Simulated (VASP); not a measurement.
# Te (P3_121) in VASP: notebook

The runs below take Te through single point, relaxation of cell and atoms, with PBE.

Everything below comes from runs of VASP 6.6.1. Logs are shortened: lines on timing, memory, paths and dates and some standing lists are left out, and cuts for length are marked.

**1. The cell of the first run**

It takes space group P3_121 (No. 152, trigonal). The conventional cell has a = 4.523 Å, b = 4.523 Å, c = 6.223 Å, α = 90.00°, β = 90.00°, γ = 120.00°. Te (site symmetry 2) has 6 Te at 2.90 to 3.61 Å within 3.8 Å.

**2. Single point, PBE (strain along c alone, the other axes held: +4.5 %, then relaxed in part)**

Contents of INCAR:

```
SYSTEM = Te
ALGO     = Normal         ! electronic algorithm
EDIFF    = 1E-6           ! SCF threshold, eV
ENCUT    = 520            ! plane-wave cutoff, eV
GGA      = PE             ! functional
ISIF     = 2              ! what is computed and relaxed
ISMEAR   = 0              ! smearing method
LASPH    = .TRUE.         ! aspherical terms in the spheres
LCHARG   = .FALSE.        ! write CHGCAR
LREAL    = .FALSE.        ! projectors in reciprocal space
LWAVE    = .FALSE.        ! write WAVECAR
NBANDS   = 16             ! bands
NELM     = 80             ! most SCF steps
PREC     = Accurate       ! precision mode
SIGMA    = 0.01           ! smearing width, eV
```

Contents of KPOINTS:

```
k-points
0
G
  12 12 6
  0 0 0
```

Contents of POSCAR:

```
Te
1.0
    4.5226078920      0.0000000000      0.0000000000
   -2.2613039460      3.9166933258      0.0000000000
    0.0000000000      0.0000000000      6.2234655120
Te
3
Direct
    0.7420384462      0.0000000000      0.3333333333
    0.0000000000      0.7420384462      0.6666666667
    0.2579615538      0.2579615538      0.0000000000
```

Potentials or basis: VASP PAW PBE potentials, release 64 (Te).

On the command line:

```bash
$ cat potpaw_PBE.64/Te/POTCAR > POTCAR
$ mpirun -np 1 vasp_std > vasp.out
```

OUTCAR:

```text
SYSTEM = Te
   EDIFF = 1E-6
   ENCUT = 520
   GGA = PE
   ISIF = 2
   ISMEAR = 0
   LASPH = .TRUE.
   LREAL = .FALSE.
   NELM = 80
   PREC = Accurate

 ion  position               nearest neighbor table
   1  0.742  0.000  0.333-   3 2.90   2 2.90   3 3.61   3 3.61   2 3.61   2 3.61
   2  0.000  0.742  0.667-   3 2.90   1 2.90   3 3.61   3 3.61   1 3.61   1 3.61
   3  0.258  0.258  0.000-   2 2.90   1 2.90   1 3.61   2 3.61   2 3.61   1 3.61

  LATTYP: Found a hexagonal cell.
 ALAT       =     4.5226078920
 C/A-ratio  =     1.3760789484

  Lattice vectors:

 A1 = (   4.5226078920,   0.0000000000,   0.0000000000)
 A2 = (  -2.2613039460,   3.9166933258,   0.0000000000)
 A3 = (   0.0000000000,   0.0000000000,   6.2234655120)

Analysis of symmetry for initial positions (statically):
=====================================================================
 Subroutine PRICEL returns:
 Original cell was already a primitive cell.

 Routine SETGRP: Setting up the symmetry group for a
 hexagonal supercell.

 Subroutine GETGRP returns: Found  6 space group operations
 (whereof  2 operations were pure point group operations)
 out of a pool of 24 trial point group operations.

The static configuration has the point symmetry C_2 .
 The point group associated with its full space group is D_3 .

Analysis of symmetry for dynamics (positions and initial velocities):
=====================================================================
 Subroutine PRICEL returns:
 Original cell was already a primitive cell.

 Routine SETGRP: Setting up the symmetry group for a
 hexagonal supercell.

 Subroutine GETGRP returns: Found  6 space group operations
 (whereof  2 operations were pure point group operations)
 out of a pool of 24 trial point group operations.

The dynamic configuration has the point symmetry C_2 .
 The point group associated with its full space group is D_3 .

 Subroutine INISYM returns: Found  6 space group operations
 (whereof  2 operations are pure point group operations),
 and found     1 'primitive' translations

----------------------------------------------------------------------------------------

                                     Primitive cell

  volume of cell :     110.2404

  direct lattice vectors                    reciprocal lattice vectors
     4.522607892  0.000000000  0.000000000     0.221111364  0.127658706  0.000000000
    -2.261303946  3.916693326  0.000000000     0.000000000  0.255317411  0.000000000
     0.000000000  0.000000000  6.223465512     0.000000000  0.000000000  0.160682179

  length of vectors
     4.522607892  4.522607892  6.223465512     0.255317411  0.255317411  0.160682179

  position of ions in fractional coordinates (direct lattice)
     0.742038446  0.000000000  0.333333333
     0.000000000  0.742038446  0.666666667
     0.257961554  0.257961554  0.000000000

  ion indices of the primitive-cell ions
   primitive index   ion index
                 1           1
                 2           2
                 3           3

----------------------------------------------------------------------------------------

 KPOINTS: k-points

Automatic generation of k-mesh.
 Grid dimensions read from file:
 generate k-points for:   12   12    6

 Generating k-lattice:

  Cartesian coordinates                     Fractional coordinates (reciprocal lattice)
     0.018425947  0.010638225  0.000000000     0.083333333  0.000000000  0.000000000
     0.000000000  0.021276451  0.000000000     0.000000000  0.083333333  0.000000000
     0.000000000  0.000000000  0.026780363     0.000000000  0.000000000  0.166666667

  Length of vectors
     0.021276451  0.021276451  0.026780363

  Shift w.r.t. Gamma in fractional coordinates (k-lattice)
     0.000000000  0.000000000  0.000000000

 Subroutine IBZKPT returns following result:
 ===========================================

 Found    100 irreducible k-points:

 Following reciprocal coordinates:
            Coordinates               Weight
  0.000000  0.000000  0.000000      1.000000
  0.083333 -0.000000  0.000000      6.000000
  0.166667  0.000000  0.000000      6.000000
  0.250000 -0.000000  0.000000      6.000000
  0.333333  0.000000  0.000000      6.000000
  0.416667 -0.000000  0.000000      6.000000
[... 16 lines left out ...]
  0.166667  0.000000  0.166667      6.000000
  0.000000  0.166667  0.166667      6.000000
 [... further k-points ...]
   k-points           NKPTS =    100   k-points in BZ     NKDIM =    100   number of bands    NBANDS=     16
   number of dos      NEDOS =    301   number of ions     NIONS =      3
   total plane-waves  NPLWV =  62208
   dimension x,y,z NGX =    36 NGY =   36 NGZ =   48
   dimension x,y,z NGXF=    72 NGYF=   72 NGZF=   96
   ions per type =               3
   NGX,Y,Z   is equivalent  to a cutoff of  13.23, 13.23, 12.82 a.u.
   NGXF,Y,Z  is equivalent  to a cutoff of  26.47, 26.47, 25.64 a.u.
 SYSTEM =  Te
   PREC   = accura    normal or accurate (medium, high low for compatibility)
   ISTART =      0    job   : 0-new  1-cont  2-samecut
   ICHARG =      2    charge: 1-file 2-atom 10-const
   ISPIN  =      1    spin polarized calculation?
   LNONCOLLINEAR =      F non collinear calculations
   LSORBIT =      F    spin-orbit coupling
   LASPH  =      T    aspherical Exc in radial PAW
   ENCUT  =  520.0 eV  38.22 Ry    6.18 a.u.   8.41  8.41 11.57*2*pi/ulx,y,z
   NELM   =     80;   NELMIN=  2; NELMDL= -5     # of ELM steps
   EDIFF  = 0.1E-05   stopping-criterion for ELM
   LREAL  =      F    real-space projection
   EDIFFG = 0.1E-04   stopping-criterion for IOM
   NSW    =      0    number of steps for IOM
   IBRION =     -1    ionic relax: 0-MD 1-quasi-New 2-CG
   NFREE  =      0    steps in history (QN), initial steepest desc. (CG)
   ISIF   =      2    stress and relaxation
   ISYM   =      2    0-nonsym 1-usesym 2-fastsym
   POTIM  = 0.5000    time-step for ionic-motion
   TEBEG  =    0.0;   TEEND  =   0.0 temperature during run
   PSTRESS=    0.0 pullay stress
   NELECT =      18.0000    total number of electrons
   NUPDOWN=      -1.0000    fix difference up-down
   EMIN   =  10.00;   EMAX   =-10.00  energy-range for DOS
   EFERMI =   0.00;   METHOD = LEGACY
   ISMEAR =     0;   SIGMA  =   0.01  broadening in eV -4-tet -1-fermi 0-gaus
   EFERMI_NEDOS =   21; number of points for ismear=-14 and -15
   IALGO  =     38    algorithm
   IMIX   =      4    mixing-type and parameters
     AMIX     =   0.40;   BMIX     =  1.00
     AMIX_MAG =   1.60;   BMIX_MAG =  1.00
  volume/ion in A,a.u.               =      36.75       247.98
  Fermi-wavevector in a.u.,A,eV,Ry     =   0.894785  1.690899 10.893373  0.800640
  Thomas-Fermi vector in A             =   2.017034
   LORBIT       =      0    0 simple, 1 ext, 2 COOP (PROOUT), +10 PAW based schemes
   GGA     = PE    functional components
   LHFCALC =     F    Hartree Fock is set to
   AEXX    =    0.0000 exact exchange contribution
   IVDW    =     0    specifies the selected vdW correction
   LEPSILON=     F    determine dielectric tensor
   LRPA    =     F    only Hartree local field effects (RPA)
 non-spin polarized calculation
 Gauss-broadening in eV      SIGMA  =   0.01
  energy-cutoff  :      520.00
  volume of cell :      110.24
 maximum number of plane-waves:      3005
 NGX is ok and might be reduce to    36
   NGX = 17   NGY = 17   NGZ = 23

 number of electron      17.9999998 magnetization

 Free energy of the ion-electron system (eV)
  ---------------------------------------------------
  ext. energy  EPLUGINS =         0.00000000
  ---------------------------------------------------
  free energy    TOTEN  =        -9.39034017 eV

  energy without entropy =       -9.39030566  energy(sigma->0) =       -9.39032291

 E-fermi :   4.8691     XC(G=0):  -8.7217

 val. band max:        4.8684761977   @ k =   0.3333   0.3333   0.5000
 cond. band min:       5.3437483826   @ k =   0.3333   0.2500   0.5000
 fundamental gap:      0.4752721849
 Fermi energy:         4.8690500115

 k-point     1 :       0.0000    0.0000    0.0000
  band No.  band energies     occupation
      1      -8.1421      2.00000
      2      -5.2201      2.00000
      3      -5.2201      2.00000
      4       2.2911      2.00000
      5       2.3098      2.00000
      6       2.3098      2.00000
[... 8 lines left out ...]
     15      10.6551      0.00000
     16      11.4456      0.00000

 k-point     2 :       0.0833   -0.0000    0.0000
  band No.  band energies     occupation
      1      -8.1014      2.00000
      2      -5.2299      2.00000
      3      -5.2081      2.00000
      4       1.8411      2.00000
      5       2.1009      2.00000
      6       2.3822      2.00000
[... 8 lines left out ...]
     15      10.9038      0.00000
     16      11.3972      0.00000

 k-point     3 :       0.1667    0.0000    0.0000
  band No.  band energies     occupation
      1      -7.9830      2.00000
      2      -5.2686      2.00000
      3      -5.1741      2.00000
      4       1.2542      2.00000
      5       1.7338      2.00000
      6       2.2354      2.00000
[... 8 lines left out ...]
     15      11.2565      0.00000
     16      11.5057      0.00000

 k-point     4 :       0.2500   -0.0000    0.0000
  band No.  band energies     occupation
      1      -7.7997      2.00000
      2      -5.3560      2.00000
      3      -5.1248      2.00000
      4       0.7949      2.00000
      5       1.3748      2.00000
      6       2.0252      2.00000
[... 8 lines left out ...]
     15      11.6210      0.00000
     16      11.9481      0.00000
[... 324 lines left out ...]
 k-point    22 :       0.0000    0.0833    0.1667
  band No.  band energies     occupation
      1      -8.0129      2.00000
      2      -6.0173      2.00000
      3      -4.4157      2.00000
      4       1.6126      2.00000
      5       2.2184      2.00000
      6       2.5220      2.00000
[... 8 lines left out ...]
     15      10.8860      0.00000
     16      11.0937      0.00000

 k-point    23 :       0.1667    0.0000    0.1667
  band No.  band energies     occupation
      1      -7.8951      2.00000
      2      -5.9836      2.00000
      3      -4.4669      2.00000
      4       1.3556      2.00000
      5       1.3820      2.00000
      6       2.3453      2.00000
[... 8 lines left out ...]
     15      11.0892      0.00000
     16      11.5643      0.00000

 k-point    24 :       0.0000    0.1667    0.1667
  band No.  band energies     occupation
      1      -7.8975      2.00000
      2      -5.9615      2.00000
      3      -4.5062      2.00000
      4       1.2449      2.00000
      5       1.9583      2.00000
      6       2.3113      2.00000
[... 8 lines left out ...]
     15      10.9025      0.00000
     16      11.3142      0.00000

 [... further k-points ...]

------------------------ aborting loop because EDIFF is reached ----------------------------------------

  FORCE on cell =-STRESS in cart. coord.  units (eV):
  Direction    XX          YY          ZZ          XY          YZ          ZX
  --------------------------------------------------------------------------------------
  -------------------------------------------------------------------------------------
  Total       -0.4897423     -0.4897423     -1.8288453      0.0000000      0.0000000      0.0000000
  in kB       -7.1176628     -7.1176628    -26.5794966      0.0000000      0.0000000      0.0000000
  external PRESSURE =     -13.6049407 kB  Pullay stress =       0.0000000 kB

 VOLUME and BASIS-vectors are now :
 -----------------------------------------------------------------------------
  energy-cutoff  :      520.00
  volume of cell :      110.24
      direct lattice vectors                 reciprocal lattice vectors
     4.522607892  0.000000000  0.000000000     0.221111364  0.127658706  0.000000000
    -2.261303946  3.916693326  0.000000000     0.000000000  0.255317411  0.000000000
     0.000000000  0.000000000  6.223465512     0.000000000  0.000000000  0.160682179

 POSITION                                       TOTAL-FORCE (eV/Angst)
 -----------------------------------------------------------------------------------
      3.35595      0.00000      2.07449        -0.003273      0.000000      0.000000
     -1.67797      2.90634      4.14898         0.001636     -0.002834      0.000000
      0.58333      1.01036      0.00000         0.001636      0.002834     -0.000000
 -----------------------------------------------------------------------------------
    total drift:                                0.000000      0.000000     -0.000000

  FREE ENERGIE OF THE ION-ELECTRON SYSTEM (eV)
  ---------------------------------------------------
  free  energy   TOTEN  =        -9.3903401694 eV

  energy  without entropy=       -9.3903056592  energy(sigma->0) =       -9.39032291
```

Run time: 1.9 min. Hardware: 1 thread of Intel Xeon 6975P-C, shared host; peak memory 0.32 GiB.

What came out:

```
Free energy   : -9.3903 eV
Pressure      : -1.4 GPa
Largest force : 0.003 eV/Å
```

Forces in eV/Å, atoms in the order of the input:
```
Te  -0.003  0.000  0.000
Te   0.002 -0.003  0.000
Te   0.002  0.003  0.000
```

Levels at points of the mesh, in eV from the Fermi level:
| k point | band 6 | band 7 | band 8 | band 9 | band 10 | band 11 | band 12 | band 13 |
| --- | --- | --- | --- | --- | --- | --- | --- | --- |
| (0.00, 0.00, 0.00) | -2.56 | -1.27 | -1.27 | -0.41 | 1.02 | 1.02 | 1.87 | 5.13 |
| (0.50, 0.00, 0.00) | -3.06 | -2.98 | -0.95 | -0.69 | 1.00 | 1.19 | 3.36 | 3.50 |
| (0.00, 0.00, 0.50) | -2.22 | -1.06 | -0.76 | -0.76 | 0.70 | 0.88 | 0.88 | 4.31 |
| (0.50, 0.00, 0.50) | -3.26 | -1.96 | -1.68 | -0.27 | 0.70 | 1.79 | 2.52 | 4.70 |

Caveat: the cell differs from its parent crystal (strain along c alone, the other axes held: +4.5 %, then relaxed in part); spin-orbit coupling is left out, which moves the levels of the heavy elements.

[end of part 1 of 2]
